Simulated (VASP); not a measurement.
Input of a VASP 6.6.1 run:

Contents of INCAR:

```
SYSTEM = Na4AlO
PREC = Accurate
ENCUT = 520
EDIFF = 1E-7
ISMEAR = 0
SIGMA = 0.1
LREAL = .FALSE.
LASPH = .TRUE.
NELM = 60
ALGO = Fast
ISIF = 2
LWAVE = .FALSE.
LCHARG = .FALSE.
GGA = PE
NBANDS = 49
```

The input KPOINTS:

```
Automatic mesh
0
G
  6 6 6
  0 0 0
```

The input POSCAR:

```
Na4AlO
1.0
    6.5685746025      0.0000000000      0.0000000000
    0.0000000000      6.5685746025      0.0000000000
    0.0000000000      0.0000000000      6.0622536909
Na Al O
8 2 2
Direct
    0.7576395533      0.3721228167      0.0000000000
    0.2423604467      0.6278771833      0.0000000000
    0.3721228167      0.2423604467      0.0000000000
    0.2423604467      0.3721228167      0.5000000000
    0.7576395533      0.6278771833      0.5000000000
    0.6278771833      0.7576395533      0.0000000000
    0.6278771833      0.2423604467      0.5000000000
    0.3721228167      0.7576395533      0.5000000000
    0.0000000000      0.0000000000      0.7500000000
    0.0000000000      0.0000000000      0.2500000000
    0.5000000000      0.5000000000      0.7500000000
    0.5000000000      0.5000000000      0.2500000000
```

Potentials or basis: VASP PAW PBE potentials, release 64 (Na_pv, Al, O).

Command:

```console
$ cat potpaw_PBE.64/Na_pv/POTCAR potpaw_PBE.64/Al/POTCAR potpaw_PBE.64/O/POTCAR > POTCAR
$ mpirun -np 1 vasp_std > vasp.out
```

(1) What does it give for the band gap on the k mesh?

(2) What does it give for the pressure?

(3) Estimate the largest force.

Answers

(1) zero (bands 37 and 38 overlap by 0.94 eV).

(2) 0.0 GPa.

(3) 0.012 eV/Å.
